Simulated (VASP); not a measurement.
# Sr (P6_3/mmc) in VASP: a series of runs

The runs below take Sr through single point, with r2SCAN.

Program: VASP 6.6.1. These are calculated values, not measurements. Logs are shortened: lines on timing, memory, paths and dates and some standing lists are left out, and cuts for length are marked.

**1. The cell of the first run**

It takes space group P6_3/mmc (No. 194, hexagonal). The conventional cell has a = 4.133 Å, b = 4.133 Å, c = 6.805 Å, α = 90.00°, β = 90.00°, γ = 120.00°. Sr (site symmetry -6m2) has 12 Sr at 4.13 to 4.16 Å within 5.4 Å.

**2. Single point, r2SCAN (volume scaled by 0.88)**

Input file POSCAR:

```
Sr
1.0
    4.1333982291      0.0000000000      0.0000000000
   -2.0666991145      3.5796278704      0.0000000000
    0.0000000000      0.0000000000      6.8054785499
Sr
2
Direct
    0.3333333333      0.6666666667      0.2500000000
    0.6666666667      0.3333333333      0.7500000000
```

Input file INCAR.step1:

```
SYSTEM = Sr
ALGO = Normal
EDIFF = 1E-4
ENCUT = 520
GGA = PE
ISMEAR = -1
LASPH = .True.
LCHARG = .False.
LREAL = .False.
LWAVE = .True.
NBANDS = 17
NELM = 80
PREC = Accurate
SIGMA = 0.1
```

Input file INCAR.step2:

```
SYSTEM = Sr
ALGO = Normal
EDIFF = 1E-7
ENCUT = 520
ISIF = 2
ISMEAR = -1
ISTART = 1
LASPH = .True.
LCHARG = .False.
LMIXTAU = .True.
LREAL = .False.
LWAVE = .False.
METAGGA = R2SCAN
NBANDS = 17
NELM = 80
PREC = Accurate
SIGMA = 0.1
```

Input file KPOINTS:

```
k-points
0
Gamma
  10 10 5
  0 0 0
```

Potentials or basis: VASP PAW PBE potentials, release 64 (Sr_sv).

On the command line:

```sh
cat potpaw_PBE.64/Sr_sv/POTCAR > POTCAR
cp INCAR.step1 INCAR
mpirun -np 1 vasp_std > vasp.out
cp INCAR.step2 INCAR
mpirun -np 1 vasp_std > vasp.out
```

OUTCAR:

```text
SYSTEM = Sr
   EDIFF = 1E-7
   ENCUT = 520
   ISIF = 2
   ISMEAR = -1
   ISTART = 1
   LASPH = .True.
   LREAL = .False.
   METAGGA = R2SCAN
   NELM = 80
   PREC = Accurate

 ion  position               nearest neighbor table
   1  0.333  0.667  0.250-   2 4.16   2 4.16   2 4.16   2 4.16   2 4.16   2 4.16
   2  0.667  0.333  0.750-   1 4.16   1 4.16   1 4.16   1 4.16   1 4.16   1 4.16

  LATTYP: Found a hexagonal cell.
 ALAT       =     4.1333982291
 C/A-ratio  =     1.6464608955

  Lattice vectors:

 A1 = (   4.1333982291,   0.0000000000,   0.0000000000)
 A2 = (  -2.0666991145,   3.5796278704,   0.0000000000)
 A3 = (   0.0000000000,   0.0000000000,   6.8054785499)

Analysis of symmetry for initial positions (statically):
=====================================================================
 Subroutine PRICEL returns:
 Original cell was already a primitive cell.

 Routine SETGRP: Setting up the symmetry group for a
 hexagonal supercell.

 Subroutine GETGRP returns: Found 24 space group operations
 (whereof 12 operations were pure point group operations)
 out of a pool of 24 trial point group operations.

The static configuration has the point symmetry D_3d.
 The point group associated with its full space group is D_6h.

Analysis of symmetry for dynamics (positions and initial velocities):
=====================================================================
 Subroutine PRICEL returns:
 Original cell was already a primitive cell.

 Routine SETGRP: Setting up the symmetry group for a
 hexagonal supercell.

 Subroutine GETGRP returns: Found 24 space group operations
 (whereof 12 operations were pure point group operations)
 out of a pool of 24 trial point group operations.

The dynamic configuration has the point symmetry D_3d.
 The point group associated with its full space group is D_6h.

 Subroutine INISYM returns: Found 24 space group operations
 (whereof 12 operations are pure point group operations),
 and found     1 'primitive' translations

----------------------------------------------------------------------------------------

                                     Primitive cell

  volume of cell :     100.6940

  direct lattice vectors                    reciprocal lattice vectors
     4.133398229  0.000000000  0.000000000     0.241931685  0.139679324  0.000000000
    -2.066699114  3.579627870  0.000000000     0.000000000  0.279358647  0.000000000
     0.000000000  0.000000000  6.805478550     0.000000000  0.000000000  0.146940438

  length of vectors
     4.133398229  4.133398229  6.805478550     0.279358647  0.279358647  0.146940438

  position of ions in fractional coordinates (direct lattice)
     0.333333333  0.666666667  0.250000000
     0.666666667  0.333333333  0.750000000

  ion indices of the primitive-cell ions
   primitive index   ion index
                 1           1
                 2           2

----------------------------------------------------------------------------------------

 KPOINTS: k-points

Automatic generation of k-mesh.
 Grid dimensions read from file:
 generate k-points for:   10   10    5

 Generating k-lattice:

  Cartesian coordinates                     Fractional coordinates (reciprocal lattice)
     0.024193169  0.013967932  0.000000000     0.100000000  0.000000000  0.000000000
     0.000000000  0.027935865  0.000000000     0.000000000  0.100000000  0.000000000
     0.000000000  0.000000000  0.029388088     0.000000000  0.000000000  0.200000000

  Length of vectors
     0.027935865  0.027935865  0.029388088

  Shift w.r.t. Gamma in fractional coordinates (k-lattice)
     0.000000000  0.000000000  0.000000000

 Subroutine IBZKPT returns following result:
 ===========================================

 Found     42 irreducible k-points:

 Following reciprocal coordinates:
            Coordinates               Weight
  0.000000  0.000000  0.000000      1.000000
  0.100000 -0.000000  0.000000      6.000000
  0.200000 -0.000000  0.000000      6.000000
  0.300000 -0.000000  0.000000      6.000000
  0.400000 -0.000000  0.000000      6.000000
  0.500000  0.000000  0.000000      3.000000
[... 16 lines left out ...]
  0.300000  0.100000  0.200000     24.000000
  0.400000  0.100000  0.200000     24.000000
 [... further k-points ...]
   k-points           NKPTS =     42   k-points in BZ     NKDIM =     42   number of bands    NBANDS=     17
   number of dos      NEDOS =    301   number of ions     NIONS =      2
   total plane-waves  NPLWV =  55296
   dimension x,y,z NGX =    32 NGY =   32 NGZ =   54
   dimension x,y,z NGXF=    64 NGYF=   64 NGZF=  108
   ions per type =               2
   NGX,Y,Z   is equivalent  to a cutoff of  12.87, 12.87, 13.19 a.u.
   NGXF,Y,Z  is equivalent  to a cutoff of  25.74, 25.74, 26.38 a.u.
 SYSTEM =  Sr
   PREC   = accura    normal or accurate (medium, high low for compatibility)
   ISTART =      1    job   : 0-new  1-cont  2-samecut
   ICHARG =      0    charge: 1-file 2-atom 10-const
   ISPIN  =      1    spin polarized calculation?
   LNONCOLLINEAR =      F non collinear calculations
   LSORBIT =      F    spin-orbit coupling
   LASPH  =      T    aspherical Exc in radial PAW
   ENCUT  =  520.0 eV  38.22 Ry    6.18 a.u.   7.69  7.69 12.65*2*pi/ulx,y,z
   NELM   =     80;   NELMIN=  2; NELMDL=  0     # of ELM steps
   EDIFF  = 0.1E-06   stopping-criterion for ELM
   LREAL  =      F    real-space projection
   EDIFFG = 0.1E-05   stopping-criterion for IOM
   NSW    =      0    number of steps for IOM
   IBRION =     -1    ionic relax: 0-MD 1-quasi-New 2-CG
   NFREE  =      0    steps in history (QN), initial steepest desc. (CG)
   ISIF   =      2    stress and relaxation
   ISYM   =      2    0-nonsym 1-usesym 2-fastsym
   POTIM  = 0.5000    time-step for ionic-motion
   TEBEG  =    0.0;   TEEND  =   0.0 temperature during run
   PSTRESS=    0.0 pullay stress
   NELECT =      20.0000    total number of electrons
   NUPDOWN=      -1.0000    fix difference up-down
   EMIN   =  10.00;   EMAX   =-10.00  energy-range for DOS
   EFERMI =   0.00;   METHOD = LEGACY
   ISMEAR =    -1;   SIGMA  =   0.10  broadening in eV -4-tet -1-fermi 0-gaus
   EFERMI_NEDOS =   21; number of points for ismear=-14 and -15
   IALGO  =     38    algorithm
   IMIX   =      4    mixing-type and parameters
     AMIX     =   0.40;   BMIX     =  1.00
     AMIX_MAG =   1.60;   BMIX_MAG =  1.00
  volume/ion in A,a.u.               =      50.35       339.76
  Fermi-wavevector in a.u.,A,eV,Ry     =   0.955176  1.805022 12.413437  0.912362
  Thomas-Fermi vector in A             =   2.083990
   LORBIT       =      0    0 simple, 1 ext, 2 COOP (PROOUT), +10 PAW based schemes
   METAGGA = R2SCAN    functional components
   LHFCALC =     F    Hartree Fock is set to
   AEXX    =    0.0000 exact exchange contribution
   IVDW    =     0    specifies the selected vdW correction
   LEPSILON=     F    determine dielectric tensor
   LRPA    =     F    only Hartree local field effects (RPA)
 non-spin polarized calculation
  energy-cutoff  :      520.00
  volume of cell :      100.69
 maximum number of plane-waves:      2743
 NGX is ok and might be reduce to    32
   NGX = 15   NGY = 15   NGZ = 25

 number of electron      20.0000000 magnetization

 Free energy of the ion-electron system (eV)
  ---------------------------------------------------
  ext. energy  EPLUGINS =         0.00000000
  ---------------------------------------------------
  free energy    TOTEN  =       -30.15833231 eV

  energy without entropy =      -30.07279922  energy(sigma->0) =      -30.11556576

 E-fermi :   1.9316     XC(G=0):  -8.0826

 val. band max:        1.9289149206   @ k =   0.1000   0.1000   0.0000
 cond. band min:       1.9350054799   @ k =   0.4000  -0.0000   0.0000
 fundamental gap:      0.0060905593
 Fermi energy:         1.9315658662

 k-point     1 :       0.0000    0.0000    0.0000
  band No.  band energies     occupation
      1     -35.9082      2.00000
      2     -35.8859      2.00000
      3     -17.4166      2.00000
      4     -17.1881      2.00000
      5     -17.1881      2.00000
      6     -17.1530      2.00000
[... 9 lines left out ...]
     16       5.1471      0.00000
     17       5.7742      0.00000

 k-point     2 :       0.1000   -0.0000    0.0000
  band No.  band energies     occupation
      1     -35.9062      2.00000
      2     -35.8849      2.00000
      3     -17.4075      2.00000
      4     -17.2091      2.00000
      5     -17.1946      2.00000
      6     -17.1747      2.00000
[... 9 lines left out ...]
     16       5.3045      0.00000
     17       5.4371      0.00000

 k-point     3 :       0.2000   -0.0000    0.0000
  band No.  band energies     occupation
      1     -35.9008      2.00000
      2     -35.8824      2.00000
      3     -17.3823      2.00000
      4     -17.2643      2.00000
      5     -17.2300      2.00000
      6     -17.2109      2.00000
[... 9 lines left out ...]
     16       5.2581      0.00000
     17       5.3264      0.00000

 k-point     4 :       0.3000   -0.0000    0.0000
  band No.  band energies     occupation
      1     -35.8939      2.00000
      2     -35.8796      2.00000
      3     -17.3467      2.00000
      4     -17.3330      2.00000
      5     -17.2957      2.00000
      6     -17.2304      2.00000
[... 9 lines left out ...]
     16       5.8581      0.00000
     17       5.9708      0.00000
[... 343 lines left out ...]
      1     -35.8948      2.00000
      2     -35.8820      2.00000
      3     -17.3583      2.00000
      4     -17.2926      2.00000
      5     -17.2751      2.00000
      6     -17.2215      2.00000
[... 9 lines left out ...]
     16       5.5324      0.00000
     17       5.9040      0.00000

 k-point    23 :       0.3000    0.1000    0.2000
  band No.  band energies     occupation
      1     -35.8886      2.00000
      2     -35.8794      2.00000
      3     -17.3770      2.00000
      4     -17.3431      2.00000
      5     -17.2867      2.00000
      6     -17.2427      2.00000
[... 9 lines left out ...]
     16       5.9609      0.00000
     17       6.5240      0.00000

 k-point    24 :       0.4000    0.1000    0.2000
  band No.  band energies     occupation
      1     -35.8842      2.00000
      2     -35.8783      2.00000
      3     -17.4075      2.00000
      4     -17.3717      2.00000
      5     -17.2760      2.00000
      6     -17.2498      2.00000
[... 9 lines left out ...]
     16       6.4600      0.00000
     17       6.7736      0.00000

 [... further k-points ...]
[... 5 lines left out ...]
  --------------------------------------------------------------------------------------
  -------------------------------------------------------------------------------------
  Total        1.1256951      1.1256951      1.2380651      0.0000000     -0.0000000      0.0000000
  in kB       17.9113187     17.9113187     19.6992761      0.0000000     -0.0000000      0.0000000
  external PRESSURE =      18.5073045 kB  Pullay stress =       0.0000000 kB

 VOLUME and BASIS-vectors are now :
 -----------------------------------------------------------------------------
  energy-cutoff  :      520.00
  volume of cell :      100.69
      direct lattice vectors                 reciprocal lattice vectors
     4.133398229  0.000000000  0.000000000     0.241931685  0.139679324  0.000000000
    -2.066699114  3.579627870  0.000000000     0.000000000  0.279358647  0.000000000
     0.000000000  0.000000000  6.805478550     0.000000000  0.000000000  0.146940438

 POSITION                                       TOTAL-FORCE (eV/Angst)
 -----------------------------------------------------------------------------------
     -0.00000      2.38642      1.70137        -0.000000      0.000000      0.000000
      2.06670      1.19321      5.10411         0.000000     -0.000000      0.000000
 -----------------------------------------------------------------------------------
    total drift:                                0.000000     -0.000000      0.000000

  FREE ENERGIE OF THE ION-ELECTRON SYSTEM (eV)
  ---------------------------------------------------
  free  energy   TOTEN  =       -30.1583323131 eV

  energy  without entropy=      -30.0727992158  energy(sigma->0) =      -30.11556576
```

Run time: 5.7 min. Hardware: 1 thread of Intel Xeon Platinum 8259CL at 2.50GHz (Skylake/Cascade Lake), shared host; peak memory 0.26 GiB.

Results:

| Quantity | Value |
| --- | --- |
| Free energy | -30.1583 eV |
| Pressure | 1.9 GPa |
| Band gap on the k mesh | zero (band 10 reaches 2.07 eV, above the bottom of band 11 at 1.91 eV) |

Caveat: the PAW data sets were made with another functional, which shifts forces and pressure a little.

**3. Single point, r2SCAN (volume scaled by 0.92)**

Input file POSCAR:

```
Sr
1.0
    4.1950998367      0.0000000000      0.0000000000
   -2.0975499183      3.6330630300      0.0000000000
    0.0000000000      0.0000000000      6.9070678339
Sr
2
Direct
    0.3333333333      0.6666666667      0.2500000000
    0.6666666667      0.3333333333      0.7500000000
```

Input file INCAR.step1:

```
PREC     = Accurate       # precision mode
ENCUT    = 520            # plane-wave cutoff, eV
ISMEAR   = -1             # smearing method
SIGMA    = 0.1            # smearing width, eV
LREAL    = F              # projectors in reciprocal space
LASPH    = T              # aspherical terms in the spheres
NELM     = 80             # most SCF steps
NBANDS   = 17             # bands
GGA      = PE             # functional
ALGO     = Normal         # electronic algorithm
EDIFF    = 1E-4           # SCF threshold, eV
LWAVE    = T              # write WAVECAR
LCHARG   = F              # write CHGCAR
```

Input file INCAR.step2:

```
PREC     = Accurate       # precision mode
ENCUT    = 520            # plane-wave cutoff, eV
EDIFF    = 1E-6           # SCF threshold, eV
ISMEAR   = -1             # smearing method
SIGMA    = 0.1            # smearing width, eV
LREAL    = F              # projectors in reciprocal space
LASPH    = T              # aspherical terms in the spheres
NELM     = 80             # most SCF steps
ALGO     = Normal         # electronic algorithm
ISIF     = 2              # what is computed and relaxed
LWAVE    = F              # write WAVECAR
LCHARG   = T              # write CHGCAR
METAGGA  = R2SCAN         # meta-GGA
LMIXTAU  = T            
LELF     = T              # ELF
LVHAR    = T            
NBANDS   = 17             # bands
ISTART   = 1
```

Input file KPOINTS:

```
Automatic mesh
0
Gamma
  10 10 5
```

Potentials or basis: VASP PAW PBE potentials, release 64 (Sr_sv).

On the command line:

```sh
cat potpaw_PBE.64/Sr_sv/POTCAR > POTCAR
cp INCAR.step1 INCAR
mpirun -np 1 vasp_std > vasp.out
cp INCAR.step2 INCAR
mpirun -np 1 vasp_std > vasp.out
```

Wall time 4 min (1 thread of Intel Xeon Platinum 8259CL at 2.50GHz (Skylake/Cascade Lake), shared host); peak memory 0.27 GiB.

It converged, with:

* Free energy: -30.2012 eV
* Pressure: 1.1 GPa
* Band gap on the k mesh: zero (band 10 reaches 1.93 eV, above the bottom of band 11 at 1.72 eV)

Stress tensor (GPa, compression positive):
```
1.10 0.00 0.00
0.00 1.10 0.00
0.00 0.00 1.24
```

Levels at points of the mesh, in eV from the Fermi level:
```tsv
k point	band 8	band 9	band 10	band 11	band 12	band 13
(0.00, 0.00, 0.00)	-19.17	-3.91	-1.12	-0.03	2.66	2.68
(0.50, 0.00, 0.00)	-19.22	-1.09	-0.58	0.07	0.32	1.47
```

Caveat: the PAW data sets were made with another functional, which shifts forces and pressure a little.
